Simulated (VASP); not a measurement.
# HfN (rocksalt type) (Fm-3m) in VASP: notebook

HfN (rocksalt type) is run at these levels: PBE; tasks: single point.

All numbers are computed with VASP 6.6.1; they aren't measurements. Logs are shortened: lines on timing, memory, paths and dates and some standing lists are left out, and cuts for length are marked.

### 1 The cell of the first run

The structure is cubic, space group Fm-3m (No. 225). Conventional cell: a = 4.439 Å, b = 4.439 Å, c = 4.439 Å, α = 90.00°, β = 90.00°, γ = 90.00°. Hf (site symmetry m-3m) has 6 N at 2.22 Å within 2.9 Å. N (site symmetry m-3m) has 6 Hf at 2.22 Å within 2.9 Å.

### 2 Single point, PBE (volume scaled by 0.93, to set the pressure)

INCAR reads:

```
SYSTEM = HfN
PREC = Accurate
ENCUT = 520
EDIFF = 1E-6
ISMEAR = -1
SIGMA = 0.08
LREAL = .False.
LASPH = .True.
NELM = 80
ALGO = Normal
ISIF = 2
LWAVE = .False.
LCHARG = .False.
GGA = PE
NBANDS = 14
```

KPOINTS reads:

```
regular mesh
0
Gamma
  16 16 16
  0 0 0
```

POSCAR reads:

```
HfN
1.0
    0.0000000000      2.2196308068      2.2196308068
    2.2196308068      0.0000000000      2.2196308068
    2.2196308068      2.2196308068      0.0000000000
Hf N
1 1
Direct
    0.0000000000      0.0000000000      0.0000000000
    0.5000000000      0.5000000000      0.5000000000
```

Potentials or basis: VASP PAW PBE potentials, release 64 (Hf_pv, N).

Run with:

```console
> cat potpaw_PBE.64/Hf_pv/POTCAR potpaw_PBE.64/N/POTCAR > POTCAR
> mpirun -np 1 vasp_std > vasp.out
```

OUTCAR:

```text
SYSTEM = HfN
   PREC = Accurate
   ENCUT = 520
   EDIFF = 1E-6
   ISMEAR = -1
   LREAL = .False.
   LASPH = .True.
   NELM = 80
   ISIF = 2
   GGA = PE

 ion  position               nearest neighbor table
   1  0.000  0.000  0.000-   2 2.22   2 2.22   2 2.22   2 2.22   2 2.22   2 2.22
   2  0.500  0.500  0.500-   1 2.22   1 2.22   1 2.22   1 2.22   1 2.22   1 2.22

  LATTYP: Found a face centered cubic cell.
 ALAT       =     4.4392616136

  Lattice vectors:

 A1 = (   0.0000000000,   2.2196308068,   2.2196308068)
 A2 = (   2.2196308068,   0.0000000000,   2.2196308068)
 A3 = (   2.2196308068,   2.2196308068,   0.0000000000)

Analysis of symmetry for initial positions (statically):
=====================================================================
 Subroutine PRICEL returns:
 Original cell was already a primitive cell.

 Routine SETGRP: Setting up the symmetry group for a
 face centered cubic supercell.

 Subroutine GETGRP returns: Found 48 space group operations
 (whereof 48 operations were pure point group operations)
 out of a pool of 48 trial point group operations.

The static configuration has the point symmetry O_h .

Analysis of symmetry for dynamics (positions and initial velocities):
=====================================================================
 Subroutine PRICEL returns:
 Original cell was already a primitive cell.

 Routine SETGRP: Setting up the symmetry group for a
 face centered cubic supercell.

 Subroutine GETGRP returns: Found 48 space group operations
 (whereof 48 operations were pure point group operations)
 out of a pool of 48 trial point group operations.

The dynamic configuration has the point symmetry O_h .

 Subroutine INISYM returns: Found 48 space group operations
 (whereof 48 operations are pure point group operations),
 and found     1 'primitive' translations

----------------------------------------------------------------------------------------

                                     Primitive cell

  volume of cell :      21.8712

  direct lattice vectors                    reciprocal lattice vectors
     0.000000000  2.219630807  2.219630807    -0.225262687  0.225262687  0.225262687
     2.219630807  0.000000000  2.219630807     0.225262687 -0.225262687  0.225262687
     2.219630807  2.219630807  0.000000000     0.225262687  0.225262687 -0.225262687

  length of vectors
     3.139031990  3.139031990  3.139031990     0.390166419  0.390166419  0.390166419

  position of ions in fractional coordinates (direct lattice)
     0.000000000  0.000000000  0.000000000
     0.500000000  0.500000000  0.500000000

  ion indices of the primitive-cell ions
   primitive index   ion index
                 1           1
                 2           2

----------------------------------------------------------------------------------------

 KPOINTS: regular mesh

Automatic generation of k-mesh.
 Grid dimensions read from file:
 generate k-points for:   16   16   16

 Generating k-lattice:

  Cartesian coordinates                     Fractional coordinates (reciprocal lattice)
    -0.014078918  0.014078918  0.014078918     0.062500000  0.000000000  0.000000000
     0.014078918 -0.014078918  0.014078918     0.000000000  0.062500000  0.000000000
     0.014078918  0.014078918 -0.014078918     0.000000000  0.000000000  0.062500000

  Length of vectors
     0.024385401  0.024385401  0.024385401

  Shift w.r.t. Gamma in fractional coordinates (k-lattice)
     0.000000000  0.000000000  0.000000000

 Subroutine IBZKPT returns following result:
 ===========================================

 Found    145 irreducible k-points:

 Following reciprocal coordinates:
            Coordinates               Weight
  0.000000  0.000000  0.000000      1.000000
  0.062500  0.000000  0.000000      8.000000
  0.125000  0.000000  0.000000      8.000000
  0.187500  0.000000  0.000000      8.000000
  0.250000  0.000000  0.000000      8.000000
  0.312500  0.000000  0.000000      8.000000
[... 16 lines left out ...]
 -0.125000  0.062500  0.000000     24.000000
 -0.062500  0.062500  0.000000     12.000000
 [... further k-points ...]
   k-points           NKPTS =    145   k-points in BZ     NKDIM =    145   number of bands    NBANDS=     14
   number of dos      NEDOS =    301   number of ions     NIONS =      2
   total plane-waves  NPLWV =  13824
   dimension x,y,z NGX =    24 NGY =   24 NGZ =   24
   dimension x,y,z NGXF=    48 NGYF=   48 NGZF=   48
   ions per type =               1   1
   NGX,Y,Z   is equivalent  to a cutoff of  12.71, 12.71, 12.71 a.u.
   NGXF,Y,Z  is equivalent  to a cutoff of  25.42, 25.42, 25.42 a.u.
 SYSTEM =  HfN
   PREC   = accura    normal or accurate (medium, high low for compatibility)
   ISTART =      0    job   : 0-new  1-cont  2-samecut
   ICHARG =      2    charge: 1-file 2-atom 10-const
   ISPIN  =      1    spin polarized calculation?
   LNONCOLLINEAR =      F non collinear calculations
   LSORBIT =      F    spin-orbit coupling
   LASPH  =      T    aspherical Exc in radial PAW
   ENCUT  =  520.0 eV  38.22 Ry    6.18 a.u.   5.84  5.84  5.84*2*pi/ulx,y,z
   NELM   =     80;   NELMIN=  2; NELMDL= -5     # of ELM steps
   EDIFF  = 0.1E-05   stopping-criterion for ELM
   LREAL  =      F    real-space projection
   EDIFFG = 0.1E-04   stopping-criterion for IOM
   NSW    =      0    number of steps for IOM
   IBRION =     -1    ionic relax: 0-MD 1-quasi-New 2-CG
   NFREE  =      0    steps in history (QN), initial steepest desc. (CG)
   ISIF   =      2    stress and relaxation
   ISYM   =      2    0-nonsym 1-usesym 2-fastsym
   POTIM  = 0.5000    time-step for ionic-motion
   TEBEG  =    0.0;   TEEND  =   0.0 temperature during run
   PSTRESS=    0.0 pullay stress
   NELECT =      15.0000    total number of electrons
   NUPDOWN=      -1.0000    fix difference up-down
   EMIN   =  10.00;   EMAX   =-10.00  energy-range for DOS
   EFERMI =   0.00;   METHOD = LEGACY
   ISMEAR =    -1;   SIGMA  =   0.08  broadening in eV -4-tet -1-fermi 0-gaus
   EFERMI_NEDOS =   21; number of points for ismear=-14 and -15
   IALGO  =     38    algorithm
   IMIX   =      4    mixing-type and parameters
     AMIX     =   0.40;   BMIX     =  1.00
     AMIX_MAG =   1.60;   BMIX_MAG =  1.00
  volume/ion in A,a.u.               =      10.94        73.80
  Fermi-wavevector in a.u.,A,eV,Ry     =   1.443714  2.728224 28.358762  2.084310
  Thomas-Fermi vector in A             =   2.562091
   LORBIT       =      0    0 simple, 1 ext, 2 COOP (PROOUT), +10 PAW based schemes
   GGA     = PE    functional components
[... 5 lines left out ...]
 non-spin polarized calculation
  energy-cutoff  :      520.00
  volume of cell :       21.87
 maximum number of plane-waves:       609
   NGX = 11   NGY = 11   NGZ = 11

 number of electron      15.0000002 magnetization

 Free energy of the ion-electron system (eV)
  ---------------------------------------------------
  ext. energy  EPLUGINS =         0.00000000
  ---------------------------------------------------
  free energy    TOTEN  =       -21.67982472 eV

  energy without entropy =      -21.66841350  energy(sigma->0) =      -21.67411911

 E-fermi :   8.8719     XC(G=0): -13.0121

 val. band max:        8.8656738367   @ k =  -0.1250   0.0625   0.0000
 cond. band min:       8.8726271845   @ k =   0.3750   0.1250   0.0000
 fundamental gap:      0.0069533478
 Fermi energy:         8.8718935339

 k-point     1 :       0.0000    0.0000    0.0000
  band No.  band energies     occupation
      1     -22.0787      2.00000
      2     -22.0787      2.00000
      3     -22.0787      2.00000
      4      -8.9614      2.00000
      5       5.7731      2.00000
      6       5.7731      2.00000
      7       5.7731      2.00000
      8       8.4849      1.98427
      9       8.4849      1.98427
     10       8.4849      1.98427
     11      10.9624      0.00000
     12      10.9624      0.00000
     13      11.1804      0.00000
     14      18.5564      0.00000

 k-point     2 :       0.0625    0.0000    0.0000
  band No.  band energies     occupation
      1     -22.1285      2.00000
      2     -22.0825      2.00000
      3     -22.0825      2.00000
      4      -8.8593      2.00000
      5       5.3583      2.00000
      6       5.5192      2.00000
      7       5.5192      2.00000
      8       8.6084      1.92840
      9       8.6291      1.90826
     10       8.6291      1.90826
     11      11.2912      0.00000
     12      11.2912      0.00000
     13      11.4666      0.00000
     14      18.8854      0.00000

 k-point     3 :       0.1250    0.0000    0.0000
  band No.  band energies     occupation
      1     -22.2677      2.00000
      2     -22.0937      2.00000
      3     -22.0937      2.00000
      4      -8.5673      2.00000
      5       4.4224      2.00000
      6       4.9339      2.00000
      7       4.9339      2.00000
      8       8.8271      1.27311
      9       9.0072      0.31108
     10       9.0072      0.31108
     11      12.1442      0.00000
     12      12.1442      0.00000
     13      12.2015      0.00000
     14      19.8015      0.00000

 k-point     4 :       0.1875    0.0000    0.0000
  band No.  band energies     occupation
      1     -22.4684      2.00000
      2     -22.1102      2.00000
      3     -22.1102      2.00000
      4      -8.1234      2.00000
      5       3.3264      2.00000
      6       4.2625      2.00000
      7       4.2625      2.00000
      8       9.0949      0.11605
      9       9.5680      0.00033
     10       9.5680      0.00033
     11      13.1315      0.00000
     12      13.2915      0.00000
     13      13.2915      0.00000
     14      21.0871      0.00000

 k-point     5 :       0.2500    0.0000    0.0000
  band No.  band energies     occupation
      1     -22.6945      2.00000
      2     -22.1296      2.00000
      3     -22.1296      2.00000
      4      -7.5811      2.00000
      5       2.2391      2.00000
      6       3.6353      2.00000
      7       3.6353      2.00000
      8       9.4903      0.00088
      9      10.2836      0.00000
     10      10.2836      0.00000
     11      14.0222      0.00000
[... 276 lines left out ...]
 k-point    22 :      -0.1875    0.0625    0.0000
  band No.  band energies     occupation
      1     -22.5508      2.00000
      2     -22.1614      2.00000
      3     -22.1011      2.00000
      4      -7.8957      2.00000
      5       2.7925      2.00000
      6       3.8043      2.00000
      7       4.2893      2.00000
      8       9.1282      0.07803
      9       9.5038      0.00074
     10      10.4834      0.00000
     11      12.5781      0.00000
     12      14.0777      0.00000
     13      14.4188      0.00000
     14      21.3234      0.00000

 k-point    23 :      -0.1250    0.0625    0.0000
  band No.  band energies     occupation
      1     -22.3481      2.00000
      2     -22.1354      2.00000
      3     -22.0870      2.00000
      4      -8.3606      2.00000
      5       3.7986      2.00000
      6       4.4303      2.00000
      7       4.9128      2.00000
      8       8.8657      1.03885
      9       8.9778      0.42036
     10       9.7613      0.00003
     11      11.6646      0.00000
     12      13.0614      0.00000
     13      13.1733      0.00000
     14      20.4465      0.00000

 k-point    24 :      -0.0625    0.0625    0.0000
  band No.  band energies     occupation
      1     -22.1975      2.00000
      2     -22.1077      2.00000
      3     -22.0804      2.00000
      4      -8.6963      2.00000
      5       4.7245      2.00000
      6       5.0577      2.00000
      7       5.4008      2.00000
      8       8.6613      1.86589
      9       8.6695      1.85244
     10       9.1478      0.06160
     11      11.1927      0.00000
     12      12.0764      0.00000
     13      12.1099      0.00000
     14      19.4069      0.00000

 [... further k-points ...]
[... 5 lines left out ...]
  --------------------------------------------------------------------------------------
  -------------------------------------------------------------------------------------
  Total        2.6985774      2.6985774      2.6985774      0.0000000      0.0000000     -0.0000000
  in kB      197.6847837    197.6847837    197.6847837      0.0000000      0.0000000     -0.0000000
  external PRESSURE =     197.6847837 kB  Pullay stress =       0.0000000 kB

 VOLUME and BASIS-vectors are now :
 -----------------------------------------------------------------------------
  energy-cutoff  :      520.00
  volume of cell :       21.87
      direct lattice vectors                 reciprocal lattice vectors
     0.000000000  2.219630807  2.219630807    -0.225262687  0.225262687  0.225262687
     2.219630807  0.000000000  2.219630807     0.225262687 -0.225262687  0.225262687
     2.219630807  2.219630807  0.000000000     0.225262687  0.225262687 -0.225262687

 POSITION                                       TOTAL-FORCE (eV/Angst)
 -----------------------------------------------------------------------------------
      0.00000      0.00000      0.00000        -0.000000     -0.000000      0.000000
      2.21963      2.21963      2.21963         0.000000      0.000000      0.000000
 -----------------------------------------------------------------------------------
    total drift:                                0.000000     -0.000000     -0.000000

  FREE ENERGIE OF THE ION-ELECTRON SYSTEM (eV)
  ---------------------------------------------------
  free  energy   TOTEN  =       -21.6798247151 eV

  energy  without entropy=      -21.6684135030  energy(sigma->0) =      -21.67411911
```

Wall time 68 s (1 thread of AMD EPYC 7R13, shared host); peak memory 0.15 GiB.

Results:

```
Free energy : -21.6798 eV
Pressure    : 19.8 GPa
```

Levels at points of the mesh, in eV from the Fermi level:
```csv
k point,band 4,band 5,band 6,band 7,band 8,band 9,band 10,band 11,band 12,band 13
"(0.00, 0.00, 0.00)",-17.83,-3.10,-3.10,-3.10,-0.39,-0.39,-0.39,2.09,2.09,2.31
"(0.50, 0.00, 0.00)",-14.79,-9.21,-6.47,-6.47,3.52,3.97,3.97,4.71,9.48,9.48
"(0.50, 0.50, 0.00)",-16.73,-5.40,-4.06,-3.73,-3.73,4.38,5.94,5.94,6.23,8.70
```

Caveat: the cell differs from its parent crystal (volume scaled by 0.93, to set the pressure); spin-orbit coupling is left out, which moves the levels of the heavy elements.

[end of part 1 of 2]
